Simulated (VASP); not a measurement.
Wanted: the native input for a VASP 6.6.1 run.

```yaml
Task: relaxation of the atoms
Functional: LDA
Potentials_or_basis: VASP PAW LDA potentials, release 64 (Si, C)
Cutoff: 520 eV
k_mesh: 8 × 5 × 1
Occupations: fermi-dirac, width 0.02 eV
Spin: no spin polarisation
Dipole_correction: yes
Further_INCAR_settings: ALGO = Normal; EDIFF = 1e-07; IBRION = 2; EDIFFG = -0.01; NSW = 60
```

The structure of SiC lies in POSCAR:

```
SiC
1.0
    3.0563831055      0.0000000000      0.0000000000
    0.0000000000      5.0156571925      0.0000000000
    0.0000000000      0.0000000000     19.5292000000
Si C
4 4
Direct
    0.0000000000      0.5620912680      0.4096428112
    0.5000000000      0.0620912680      0.4548214059
    0.5000000000      0.5620912680      0.5451785941
    0.0000000000      0.0620912680      0.5903571888
    0.0000000000      0.9379087320      0.4096428112
    0.5000000000      0.4379087320      0.4548214059
    0.5000000000      0.9379087320      0.5451785941
    0.0000000000      0.4379087320      0.5903571888
```

One way to write it, as run:

INCAR

```
  ALGO = Normal
  DIPOL = 0.5 0.5 0.500
  EDIFF = 1E-7
  EDIFFG = -0.01
  ENCUT = 520
  IBRION = 2
  IDIPOL = 3
  ISIF = 2
  ISMEAR = -1
  LASPH = T
  LCHARG = F
  LDIPOL = T
  LREAL = F
  LWAVE = F
  NELM = 100
  NSW = 60
  PREC = Accurate
  SIGMA = 0.02
```

KPOINTS

```
k-points
0
Gamma
  8 5 1
```

Potentials or basis: VASP PAW LDA potentials, release 64 (Si, C).

The run is started by

```sh
$ cat potpaw_LDA.64/Si/POTCAR potpaw_LDA.64/C/POTCAR > POTCAR
$ mpirun -np 1 vasp_std > vasp.out
```

Results of the run:

```
Energy gained by relaxing    : 184.5 meV/atom
Ionic steps                  : 19
Largest force after relaxing : 0.009 eV/Å
Band gap on the k mesh       : 1.26 eV (least direct gap 2.00 eV)
```

Run time: 30 min on 1 thread of Oxide Virtual Turin-like Processor, on a shared host, peak memory 0.3 GiB.
